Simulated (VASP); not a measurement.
Crystal: Mn.

```
Mn
1.0
     2.66390    0.00000    0.00000
    -1.33195    2.30700    0.00000
     0.00000    0.00000    4.30870
Mn
2
Direct
  0.66667 0.33333 0.25000
  0.33333 0.66667 0.75000
```

This isn't the form of Mn at room conditions, which is a 58-atom cubic cell.

- Program: VASP 6.6.1
- Task: relaxation of cell and atoms
- Functional: PBE
- Potentials or basis: VASP PAW PBE potentials, release 64 (Mn_pv)
- Cutoff: 600 eV
- k mesh: 9 × 9 × 6
- Occupations: gaussian, width 0.1 eV
- Spin: collinear spin
- Starting moments: [0.06, 0.06] μB

At the start: pressure -37.1 GPa; volume 13.24 Å³/atom.

How do energy, volume and symmetry change on relaxing?

Over 5 steps the energy falls by 356.5 meV/atom and the volume is 10.70 Å³/atom (-19.2 %); space group P6_3/mmc (No. 194, to 0.1 Å) before and after; moment 0.00 μB per cell.

Step by step:
```
step  energy change (eV)  largest force (eV/Å)  pressure (GPa)  volume (Å³)
   1              0.0000                0.0001          -37.05        26.48
   2              0.9502                0.0005          134.64        16.39
   3             -0.7090                0.0001           -4.16        21.73
   4             -0.7127                0.0001           -1.11        21.50
   5             -0.7130                0.0001            0.10        21.40
```

Final structure:
```yaml
crystal:
  lattice:
    - [2.48164, 0.00000, 0.00000]
    - [-1.24082, 2.14916, 0.00000]
    - [0.00000, 0.00000, 4.01315]
  atoms:
    - { symbol: Mn, position: [0.66667, 0.33333, 0.25000] }
    - { symbol: Mn, position: [0.33333, 0.66667, 0.75000] }
```

Caveat: the volume moved by over 15 % at a fixed basis, so the end points are rough.
